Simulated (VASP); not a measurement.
Wanted: the native input for a VASP 6.6.1 run.

- Task: single point
- Functional: LDA
- Potentials or basis: VASP PAW LDA potentials, release 64 (Ca_sv, Zn)
- Cutoff: 500 eV
- k mesh: 3 × 3 × 3
- Occupations: methfessel-paxton, width 0.15 eV
- Spin: no spin polarisation
- Dipole correction: no
- Further INCAR settings: ALGO = Normal; EDIFF = 1e-06; NBANDS = 44

The structure of CaZn5 lies in POSCAR:

```
CaZn5
1.0
    5.3070200000      0.0000000000      0.0000000000
   -2.6535100000      4.5960100000      0.0000000000
    0.0000000000      0.0000000000      4.1944500000
Ca Zn
1 5
Direct
    0.0000000000      0.0000000000      0.0000000000
    0.5000000000      0.0000000000      0.5000000000
    0.5000000000      0.5000000000      0.5000000000
    0.0000000000      0.5000000000      0.5000000000
    0.3333333333      0.6666666667      0.0000000000
    0.6666666667      0.3333333333      0.0000000000
```

These files were run (other wordings do the same):

INCAR

```
SYSTEM = CaZn5
PREC = Accurate
ENCUT = 500
EDIFF = 1E-6
ISMEAR = 1
SIGMA = 0.15
LREAL = .False.
LASPH = .True.
NELM = 120
ALGO = Normal
ISIF = 2
LWAVE = .False.
LCHARG = .False.
NBANDS = 44
GGA_COMPAT = .False.
```

KPOINTS

```
regular mesh
0
Gamma
  3 3 3
  0 0 0
```

Potentials or basis: VASP PAW LDA potentials, release 64 (Ca_sv, Zn).

Run with:

```console
$ cat potpaw_LDA.64/Ca_sv/POTCAR potpaw_LDA.64/Zn/POTCAR > POTCAR
$ mpirun -np 1 vasp_std > vasp.out
```

It gave:

```json
{
  "Pressure": "-4.9 GPa",
  "Band gap on the k mesh": "zero (bands 35 and 36 overlap by 1.13 eV)"
}
```

Caveat: the k points lie up to 0.50 Å⁻¹ apart, too coarse for converged energies and pressures of a metal.

Wall time 49 s on 1 thread of Intel Xeon 8259CL (shared host), peak memory 0.19 GiB.
